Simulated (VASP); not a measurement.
# Nb2MoN3 (P-62m) in VASP: further runs

The runs below take Nb2MoN3 through single point, relaxation of cell and atoms, with PBE.

All numbers are computed with VASP 6.6.1; they aren't measurements. Logs are shortened: lines on timing, memory, paths and dates and some standing lists are left out, and cuts for length are marked.

### 1 The cell of the first run

The structure is hexagonal, space group P-62m (No. 189). Conventional cell: a = 5.084 Å, b = 5.084 Å, c = 2.865 Å, α = 90.00°, β = 90.00°, γ = 120.00°. Within 3.0 Å of Nb (site symmetry -6) lie 6 N at 2.22 Å and 5 Nb at 2.87 to 2.94 Å and 3 Mo at 2.94 Å. Within 3.0 Å of Mo (site symmetry -62m) lie 6 N at 2.22 Å and 2 Mo at 2.87 Å and 6 Nb at 2.94 Å. Within 3.0 Å of N (site symmetry m2m) lie 2 Mo at 2.22 Å and 4 Nb at 2.22 Å and 8 N at 2.87 to 2.94 Å.

### 2 Single point, PBE, collinear spin

Contents of INCAR:

```
SYSTEM = Nb2MoN3
PREC = Accurate
ENCUT = 600
EDIFF = 1E-6
ISMEAR = 0
SIGMA = 0.15
LREAL = .FALSE.
LASPH = .TRUE.
NELM = 200
ALGO = Normal
ISIF = 2
LWAVE = .FALSE.
LCHARG = .FALSE.
ISPIN = 2
MAGMOM = 0 0 1 0 0 0
LORBIT = 11
LMAXMIX = 4
GGA = PE
NBANDS = 40
GGA_COMPAT = .FALSE.
```

Contents of KPOINTS:

```
Automatic mesh
0
G
  3 3 4
  0 0 0
```

Contents of POSCAR:

```
Nb2MoN3
1.0
    5.0840279969      0.0000000028      0.0000000000
   -2.5420140009      4.4028973975      0.0000000000
    0.0000000000      0.0000000000      2.8650378274
Nb Mo N
2 1 3
Direct
    0.3333333333      0.6666666667      0.0000000000
    0.6666666667      0.3333333333      0.0000000000
    0.0000000000      0.0000000000      0.0000000000
    0.3331762583      0.0000000000      0.5000000000
    0.6668237417      0.6668237417      0.5000000000
    0.0000000000      0.3331762583      0.5000000000
```

Potentials or basis: VASP PAW PBE potentials, release 64 (Nb_sv, Mo_sv, N).

The run is started by

```bash
$ cat potpaw_PBE.64/Nb_sv/POTCAR potpaw_PBE.64/Mo_sv/POTCAR potpaw_PBE.64/N/POTCAR > POTCAR
$ mpirun -np 1 vasp_std > vasp.out
```

OUTCAR:

```text
SYSTEM = Nb2MoN3
   PREC = Accurate
   ENCUT = 600
   EDIFF = 1E-6
   ISMEAR = 0
   LREAL = .FALSE.
   LASPH = .TRUE.
   NELM = 200
   ISIF = 2
   ISPIN = 2
   LORBIT = 11
   GGA = PE

 ion  position               nearest neighbor table
   1  0.333  0.667  0.000-   4 2.22   4 2.22   6 2.22   6 2.22   5 2.22   5 2.22   2 2.94   3 2.94
                             2 2.94   3 2.94   3 2.94   2 2.94
   2  0.667  0.333  0.000-   6 2.22   6 2.22   4 2.22   4 2.22   5 2.22   5 2.22   1 2.94   3 2.94
                             1 2.94   3 2.94   3 2.94   1 2.94
   3  0.000  0.000  0.000-   4 2.22   4 2.22   5 2.22   5 2.22   6 2.22   6 2.22   1 2.94   2 2.94
                             2 2.94   1 2.94   2 2.94   1 2.94
   4  0.333  0.000  0.500-   3 2.22   3 2.22   1 2.22   1 2.22   2 2.22   2 2.22
   5  0.667  0.667  0.500-   3 2.22   3 2.22   1 2.22   1 2.22   2 2.22   2 2.22
   6  0.000  0.333  0.500-   3 2.22   3 2.22   2 2.22   2 2.22   1 2.22   1 2.22

  LATTYP: Found a hexagonal cell.
 ALAT       =     5.0840279969
 C/A-ratio  =     0.5635369886

  Lattice vectors:

 A1 = (   5.0840279969,   0.0000000028,   0.0000000000)
 A2 = (  -2.5420140009,   4.4028973975,   0.0000000000)
 A3 = (   0.0000000000,   0.0000000000,   2.8650378274)

Analysis of symmetry for initial positions (statically):
=====================================================================
 Subroutine PRICEL returns:
 Original cell was already a primitive cell.

 Routine SETGRP: Setting up the symmetry group for a
 hexagonal supercell.

 Subroutine GETGRP returns: Found 12 space group operations
 (whereof 12 operations were pure point group operations)
 out of a pool of 24 trial point group operations.

The static configuration has the point symmetry D_3h.

Analysis of symmetry for dynamics (positions and initial velocities):
=====================================================================
 Subroutine PRICEL returns:
 Original cell was already a primitive cell.

 Routine SETGRP: Setting up the symmetry group for a
 hexagonal supercell.

 Subroutine GETGRP returns: Found 12 space group operations
 (whereof 12 operations were pure point group operations)
 out of a pool of 24 trial point group operations.

The dynamic configuration has the point symmetry D_3h.

Analysis of structural, dynamic, and magnetic symmetry:
=====================================================================
 Subroutine PRICEL returns:
 Original cell was already a primitive cell.

[... 135 lines left out ...]
 NGX is ok and might be reduce to    42
   NGX = 21   NGY = 21   NGZ = 11

 number of electron      54.9999999 magnetization      -0.0010363

 number of electron      54.9999999 magnetization       0.0000709

 Free energy of the ion-electron system (eV)
  ---------------------------------------------------
  ext. energy  EPLUGINS =         0.00000000
  ---------------------------------------------------
  free energy    TOTEN  =       -61.73708791 eV

  energy without entropy =      -61.70427980  energy(sigma->0) =      -61.72068385

 E-fermi :  13.0411     XC(G=0): -13.3463

 val. band max:       12.9527959431   @ k =   0.3333  -0.0000   0.2500
 cond. band min:      13.1128820665   @ k =   0.3333  -0.0000   0.5000
 fundamental gap:      0.1600861233
 Fermi energy:        13.0411173697

 spin component 1

 k-point     1 :       0.0000    0.0000    0.0000
  band No.  band energies     occupation
      1     -49.1212      1.00000
      2     -42.8801      1.00000
      3     -42.7529      1.00000
      4     -23.2120      1.00000
      5     -23.2120      1.00000
      6     -23.0752      1.00000
[... 367 lines left out ...]
     38      17.7268      0.00000
     39      18.2263      0.00000
 Fermi energy:        13.0411173697

 spin component 2

 k-point     1 :       0.0000    0.0000    0.0000
  band No.  band energies     occupation
      1     -49.1212      1.00000
      2     -42.8801      1.00000
      3     -42.7528      1.00000
      4     -23.2120      1.00000
      5     -23.2120      1.00000
      6     -23.0751      1.00000
[... 367 lines left out ...]
     38      17.7268      0.00000
     39      18.2263      0.00000
 [bands above 39 left out]

------------------------ aborting loop because EDIFF is reached ----------------------------------------

  FORCE on cell =-STRESS in cart. coord.  units (eV):
  Direction    XX          YY          ZZ          XY          YZ          ZX
  --------------------------------------------------------------------------------------
  -------------------------------------------------------------------------------------
  Total       -0.3076159     -0.3076159     -0.1614308      0.0000000     -0.0000000      0.0000000
  in kB       -7.6849753     -7.6849753     -4.0329249      0.0000000     -0.0000000      0.0000000
  external PRESSURE =      -6.4676252 kB  Pullay stress =       0.0000000 kB

 VOLUME and BASIS-vectors are now :
 -----------------------------------------------------------------------------
  energy-cutoff  :      600.00
  volume of cell :       64.13
      direct lattice vectors                 reciprocal lattice vectors
     5.084027997  0.000000003  0.000000000     0.196694432  0.113561583  0.000000000
    -2.542014001  4.402897398  0.000000000    -0.000000000  0.227123167  0.000000000
     0.000000000  0.000000000  2.865037827     0.000000000  0.000000000  0.349035531

 POSITION                                       TOTAL-FORCE (eV/Angst)
 -----------------------------------------------------------------------------------
     -0.00000      2.93526      0.00000         0.000000      0.000000     -0.000000
      2.54201      1.46763      0.00000         0.000000      0.000000     -0.000000
      0.00000      0.00000      0.00000         0.000000      0.000000     -0.000000
      1.69388      0.00000      1.43252         0.012392      0.000000     -0.000000
      1.69508      2.93596      1.43252        -0.006196     -0.010732      0.000000
     -0.84694      1.46694      1.43252        -0.006196      0.010732      0.000000
 -----------------------------------------------------------------------------------
    total drift:                                0.000000      0.000000      0.000000

  FREE ENERGIE OF THE ION-ELECTRON SYSTEM (eV)
  ---------------------------------------------------
  free  energy   TOTEN  =       -61.7370879052 eV

  energy  without entropy=      -61.7042797984  energy(sigma->0) =      -61.72068385

 total charge

# of ion       s       p       d       tot
------------------------------------------
    1        2.166   6.077   2.450  10.692
    2        2.166   6.077   2.450  10.692
    3        2.277   6.225   3.923  12.425
    4        1.235   2.453   0.000   3.688
    5        1.235   2.453   0.000   3.688
    6        1.235   2.453   0.000   3.688
--------------------------------------------------
tot         10.314  25.735   8.823  44.873

 magnetization (x)

# of ion       s       p       d       tot
------------------------------------------
    1        0.000   0.000   0.000   0.000
    2        0.000   0.000   0.000   0.000
    3        0.000   0.000   0.000   0.000
    4       -0.000  -0.000   0.000  -0.000
    5       -0.000  -0.000   0.000  -0.000
    6       -0.000  -0.000   0.000  -0.000
--------------------------------------------------
tot          0.000  -0.000   0.000   0.000
```

It took 39 s on 1 thread of Intel Xeon 6975P-C (Granite Rapids), shared host; peak memory 0.25 GiB.

What came out:

| Quantity | Value |
| --- | --- |
| Free energy | -61.7371 eV |
| Pressure | -0.6 GPa |
| Largest force | 0.012 eV/Å |
| Net moment | 0.00 μB per cell |
| Valence electrons inside the program's atomic spheres | Nb 10.69; Mo 12.43; N 3.69 |

Forces on the atoms (eV/Å):
```
Nb   0.000  0.000  0.000
Nb   0.000  0.000  0.000
Mo   0.000  0.000  0.000
N    0.012  0.000  0.000
N   -0.006 -0.011  0.000
N   -0.006  0.011  0.000
```

Levels at points of the mesh, in eV from the Fermi level:
Spin up:
| k point | band 23 | band 24 | band 25 | band 26 | band 27 | band 28 | band 29 | band 30 | band 31 | band 32 |
| --- | --- | --- | --- | --- | --- | --- | --- | --- | --- | --- |
| (0.00, 0.00, 0.00) | -4.90 | -4.60 | -2.99 | -0.75 | -0.75 | -0.18 | -0.18 | 0.21 | 0.90 | 1.35 |
| (0.00, 0.00, 0.50) | -4.07 | -3.75 | -1.40 | -1.40 | -0.74 | -0.74 | 1.19 | 1.92 | 1.92 | 2.90 |
Spin down:
```
           k point  band 23  band 24  band 25  band 26  band 27  band 28  band 29  band 30  band 31  band 32
(0.00, 0.00, 0.00)    -4.90    -4.60    -2.99    -0.75    -0.75    -0.18    -0.18     0.21     0.90     1.35
(0.00, 0.00, 0.50)    -4.07    -3.75    -1.40    -1.40    -0.74    -0.74     1.19     1.92     1.92     2.90
```

Caveat: the k points lie up to 0.55 Å⁻¹ apart.

### 3 Single point, PBE

Contents of INCAR:

```
SYSTEM = Nb2MoN3
ALGO = Normal
EDIFF = 1E-6
ENCUT = 600
GGA = PE
GGA_COMPAT = .False.
ISIF = 2
ISMEAR = 0
LASPH = .True.
LCHARG = .False.
LREAL = .False.
LWAVE = .False.
NBANDS = 36
NELM = 120
PREC = Accurate
SIGMA = 0.1
```

Contents of KPOINTS:

```
k-points
0
Gamma
  6 6 10
  0 0 0
```

Contents of POSCAR:

```
Nb2MoN3
1.0
    5.0834545290      0.0000000000      0.0000000000
   -2.5417272645      4.4024007611      0.0000000000
    0.0000000000      0.0000000000      2.8622309579
Nb Mo N
2 1 3
Direct
    0.3333333333      0.6666666667      0.0000000000
    0.6666666667      0.3333333333      0.0000000000
    0.0000000000      0.0000000000      0.0000000000
    0.3324115259      0.0000000000      0.5000000000
    0.6675884741      0.6675884741      0.5000000000
    0.0000000000      0.3324115259      0.5000000000
```

Potentials or basis: VASP PAW PBE potentials, release 64 (Nb_sv, Mo_sv, N).

The run is started by

```bash
$ cat potpaw_PBE.64/Nb_sv/POTCAR potpaw_PBE.64/Mo_sv/POTCAR potpaw_PBE.64/N/POTCAR > POTCAR
$ mpirun -np 1 vasp_std > vasp.out
```

OUTCAR:

```text
SYSTEM = Nb2MoN3
   EDIFF = 1E-6
   ENCUT = 600
   GGA = PE
   ISIF = 2
   ISMEAR = 0
   LASPH = .True.
   LREAL = .False.
   NELM = 120
   PREC = Accurate

 ion  position               nearest neighbor table
   1  0.333  0.667  0.000-   4 2.22   4 2.22   6 2.22   6 2.22   5 2.22   5 2.22   3 2.93   2 2.93
                             2 2.93   3 2.93   3 2.93   2 2.93
   2  0.667  0.333  0.000-   6 2.22   6 2.22   4 2.22   4 2.22   5 2.22   5 2.22   3 2.93   1 2.93
                             1 2.93   3 2.93   3 2.93   1 2.93
   3  0.000  0.000  0.000-   4 2.21   4 2.21   6 2.21   5 2.21   5 2.21   6 2.21   1 2.93   2 2.93
                             2 2.93   1 2.93   2 2.93   1 2.93
   4  0.332  0.000  0.500-   3 2.21   3 2.21   1 2.22   1 2.22   2 2.22   2 2.22
   5  0.668  0.668  0.500-   3 2.21   3 2.21   1 2.22   1 2.22   2 2.22   2 2.22
   6  0.000  0.332  0.500-   3 2.21   3 2.21   2 2.22   2 2.22   1 2.22   1 2.22

  LATTYP: Found a hexagonal cell.
 ALAT       =     5.0834545290
 C/A-ratio  =     0.5630484037

  Lattice vectors:

 A1 = (   5.0834545290,   0.0000000000,   0.0000000000)
 A2 = (  -2.5417272645,   4.4024007611,   0.0000000000)
 A3 = (   0.0000000000,   0.0000000000,   2.8622309579)

Analysis of symmetry for initial positions (statically):
=====================================================================
 Subroutine PRICEL returns:
 Original cell was already a primitive cell.

 Routine SETGRP: Setting up the symmetry group for a
 hexagonal supercell.

 Subroutine GETGRP returns: Found 12 space group operations
 (whereof 12 operations were pure point group operations)
 out of a pool of 24 trial point group operations.

The static configuration has the point symmetry D_3h.

Analysis of symmetry for dynamics (positions and initial velocities):
=====================================================================
 Subroutine PRICEL returns:
 Original cell was already a primitive cell.

 Routine SETGRP: Setting up the symmetry group for a
 hexagonal supercell.

 Subroutine GETGRP returns: Found 12 space group operations
 (whereof 12 operations were pure point group operations)
 out of a pool of 24 trial point group operations.

[... 133 lines left out ...]
   GGA     = PE    functional components
   LHFCALC =     F    Hartree Fock is set to
   AEXX    =    0.0000 exact exchange contribution
   IVDW    =     0    specifies the selected vdW correction
   LEPSILON=     F    determine dielectric tensor
   LRPA    =     F    only Hartree local field effects (RPA)
 non-spin polarized calculation
 Gauss-broadening in eV      SIGMA  =   0.10
  energy-cutoff  :      600.00
  volume of cell :       64.06
 maximum number of plane-waves:      2152
 NGX is ok and might be reduce to    42
   NGX = 21   NGY = 21   NGZ = 11

 number of electron      55.0000000 magnetization

 Free energy of the ion-electron system (eV)
  ---------------------------------------------------
  ext. energy  EPLUGINS =         0.00000000
  ---------------------------------------------------
  free energy    TOTEN  =       -61.77495949 eV

  energy without entropy =      -61.76768983  energy(sigma->0) =      -61.77132466

 E-fermi :  13.2916     XC(G=0): -13.3535

 val. band max:       13.2618698365   @ k =   0.0000   0.0000   0.0000
 cond. band min:      13.3098991912   @ k =   0.1667  -0.0000   0.0000
 fundamental gap:      0.0480293547
 Fermi energy:        13.2915525602

 k-point     1 :       0.0000    0.0000    0.0000
  band No.  band energies     occupation
      1     -49.1303      2.00000
      2     -42.8494      2.00000
      3     -42.7221      2.00000
      4     -23.2183      2.00000
      5     -23.2183      2.00000
      6     -23.0871      2.00000
[... 925 lines left out ...]
     35      16.3678      0.00000
     36      16.9352      0.00000

 [... further k-points ...]

------------------------ aborting loop because EDIFF is reached ----------------------------------------

  FORCE on cell =-STRESS in cart. coord.  units (eV):
  Direction    XX          YY          ZZ          XY          YZ          ZX
  --------------------------------------------------------------------------------------
  -------------------------------------------------------------------------------------
  Total       -0.1478777     -0.1478777     -0.1577338      0.0000000     -0.0000000      0.0000000
  in kB       -3.6987939     -3.6987939     -3.9453202      0.0000000     -0.0000000      0.0000000
  external PRESSURE =      -3.7809693 kB  Pullay stress =       0.0000000 kB

 VOLUME and BASIS-vectors are now :
 -----------------------------------------------------------------------------
  energy-cutoff  :      600.00
  volume of cell :       64.06
      direct lattice vectors                 reciprocal lattice vectors
     5.083454529  0.000000000  0.000000000     0.196716621  0.113574394  0.000000000
    -2.541727264  4.402400761  0.000000000     0.000000000  0.227148789  0.000000000
     0.000000000  0.000000000  2.862230958     0.000000000  0.000000000  0.349377816

 POSITION                                       TOTAL-FORCE (eV/Angst)
 -----------------------------------------------------------------------------------
     -0.00000      2.93493      0.00000        -0.000000      0.000000     -0.000000
      2.54173      1.46747      0.00000        -0.000000      0.000000     -0.000000
      0.00000      0.00000      0.00000        -0.000000      0.000000     -0.000000
      1.68980      0.00000      1.43112         0.030688      0.000000     -0.000000
      1.69683      2.93899      1.43112        -0.015344     -0.026577      0.000000
     -0.84490      1.46341      1.43112        -0.015344      0.026577      0.000000
 -----------------------------------------------------------------------------------
    total drift:                                0.000000      0.000000      0.000000

  FREE ENERGIE OF THE ION-ELECTRON SYSTEM (eV)
  ---------------------------------------------------
  free  energy   TOTEN  =       -61.7749594863 eV

  energy  without entropy=      -61.7676898266  energy(sigma->0) =      -61.77132466
```

stdout:

```text
POSCAR found type information on POSCAR NbMoN
 POSCAR found :  3 types and       6 ions
 scaLAPACK will be used
 LDA part: xc-table for (Slater+PW92), standard interpolation
 POSCAR, INCAR and KPOINTS ok, starting setup
 FFT: planning ... GRIDC
 FFT: planning ... GRID_SOFT
 FFT: planning ... GRID
 WAVECAR not read
 entering main loop
```

Wall time 68 s (1 thread of Intel Xeon 6975P-C (Granite Rapids), shared host); peak memory 0.26 GiB.

Results:

```
Free energy            : -61.7750 eV
Pressure               : -0.4 GPa
Largest force          : 0.031 eV/Å
Band gap on the k mesh : zero (an odd number of electrons rules out a gap without spin polarisation)
```

Forces on the atoms (eV/Å):
```
Nb   0.000  0.000  0.000
Nb   0.000  0.000  0.000
Mo   0.000  0.000  0.000
N    0.031  0.000  0.000
N   -0.015 -0.027  0.000
N   -0.015  0.027  0.000
```

### 4 Relaxation of cell and atoms, PBE

Contents of INCAR:

```
SYSTEM = Nb2MoN3
  ALGO = Normal
  EDIFF = 1E-7
  EDIFFG = -0.01
  ENCUT = 600
  GGA = PE
  GGA_COMPAT = .False.
  IBRION = 2
  ISIF = 3
  ISMEAR = 0
  LASPH = .True.
  LCHARG = .False.
  LREAL = .False.
  LWAVE = .False.
  NELM = 120
  NELMIN = 4
  NSW = 100
  PREC = Accurate
  SIGMA = 0.1
```

KPOINTS is that of step 3.

Contents of POSCAR:

```
Nb2MoN3
1.0
    5.0840279969      0.0000000000      0.0000000000
   -2.5420139984      4.4028973989      0.0000000000
    0.0000000000      0.0000000000      2.8650378274
Nb Mo N
2 1 3
Direct
    0.3333333333      0.6666666667      0.0000000000
    0.6666666667      0.3333333333      0.0000000000
    0.0000000000      0.0000000000      0.0000000000
    0.3331762583      0.0000000000      0.5000000000
    0.6668237417      0.6668237417      0.5000000000
    0.0000000000      0.3331762583      0.5000000000
```

The run is started by

```bash
$ cat potpaw_PBE.64/Nb_sv/POTCAR potpaw_PBE.64/Mo_sv/POTCAR potpaw_PBE.64/N/POTCAR > POTCAR
$ mpirun -np 1 vasp_std > vasp.out
```

Wall time 3.4 min (1 thread of Intel Xeon 6975P-C (Granite Rapids), shared host); peak memory 0.27 GiB.

The run converged. Its results:

* Free energy: -61.7753 eV
* Relaxed volume: 10.66 Å³/atom
* Relaxed cell: a = 5.082 Å, b = 5.082 Å, c = 2.861 Å, α = 90.00°, β = 90.00°, γ = 120.00°
* Space group after relaxing (to 0.1 Å): P-62m (No. 189)
* Energy gained by relaxing: 0.1 meV/atom
* Ionic steps: 4
* Pressure after relaxing: 0.0 GPa
* Largest force after relaxing: 0.008 eV/Å
* Band gap on the k mesh: zero (an odd number of electrons rules out a gap without spin polarisation)

Forces on the atoms (eV/Å):
```
Nb   0.000  0.000  0.000
Nb   0.000  0.000  0.000
Mo   0.000  0.000  0.000
N   -0.008  0.000  0.000
N    0.004  0.007  0.000
N    0.004 -0.007  0.000
```

Stress tensor (GPa, compression positive):
```
-0.04  0.00  0.00
 0.00 -0.04  0.00
 0.00  0.00  0.05
```

The path:
```
step  energy change (eV)  largest force (eV/Å)  pressure (GPa)  volume (Å³)
   1              0.0000                0.0223           -0.75        64.13
   2              0.0013                0.0150            1.68        63.67
   3             -0.0004                0.0199            0.04        63.98
   4             -0.0005                0.0076           -0.01        63.99
```

Final structure:
```xyz
6
Lattice="5.0820 0.0000 0.0000 -2.5410 4.4011 0.0000 0.0000 0.0000 2.8610" Properties=species:S:1:pos:R:3 pbc="T T T"
Nb    0.0000    2.9341    0.0000
Nb    2.5410    1.4670    0.0000
Mo    0.0000    0.0000    0.0000
N     1.6920    0.0000    1.4305
N     1.6950    2.9358    1.4305
N    -0.8460    1.4653    1.4305
```

Levels at points of the mesh, in eV from the Fermi level:
```
           k point  band 23  band 24  band 25  band 26  band 27  band 28  band 29  band 30  band 31  band 32
(0.00, 0.00, 0.00)    -5.15    -4.85    -3.22    -0.98    -0.98    -0.41    -0.41    -0.04     0.65     1.14
(0.50, 0.00, 0.00)    -4.46    -4.19    -3.66    -3.60    -3.25     0.33     0.63     0.86     0.88     1.69
(0.00, 0.00, 0.50)    -4.32    -3.99    -1.63    -1.63    -0.95    -0.95     0.97     1.68     1.68     2.68
(0.50, 0.00, 0.50)    -4.78    -4.73    -2.56    -2.32    -0.88     0.84     1.59     1.73     1.83     2.19
```

[end of part 1 of 2]
